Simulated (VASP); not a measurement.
Crystal: WS2 (Tungstenite).

```xyz
6
Lattice="3.1800 0.0000 0.0000 -1.5900 2.7540 0.0000 0.0000 0.0000 12.5000" Properties=species:S:1:pos:R:3 pbc="T T T"
W     1.5900    0.9180    9.3750
W     0.0000    1.8360    3.1250
S     1.5900    0.9180    4.6875
S     0.0000    1.8360   10.9375
S     1.5900    0.9180    1.5625
S     0.0000    1.8360    7.8125
```

Program: VASP 6.6.1. Alike in all runs: task single point; no spin polarisation; cell as given; k mesh 10 × 10 × 3; cutoff (eV) 520.

Order these runs on this cell by their pressure, lowest first.
A. level PBEsol; potentials or basis VASP PAW PBE potentials, release 64 (W_sv, S); smearing fermi-dirac 0.05 eV
B. level PBEsol+U; potentials or basis VASP PAW PBE potentials, release 64 (W_sv, S); U W d U = 8.0 eV; smearing fermi-dirac 0.05 eV
C. level LDA; potentials or basis VASP PAW LDA potentials, release 64 (W_sv, S); smearing fermi-dirac 0.05 eV
D. level PBE; potentials or basis VASP PAW PBE potentials, release 64 (W_sv, S); smearing gaussian 0.015 eV
E. level RPBE+D3(BJ); potentials or basis VASP PAW PBE potentials, release 64 (W_sv, S); smearing fermi-dirac 0.05 eV

E (-14.2 GPa), C (-5.3 GPa), A (-2.6 GPa), D (2.2 GPa), B (4.5 GPa).

Caveats: the PAW data sets were made with another functional, which shifts forces and pressure a little (some runs); this functional lacks dispersion, which binds the layers, so the pressure and a relaxed spacing across them are unreliable (some runs).
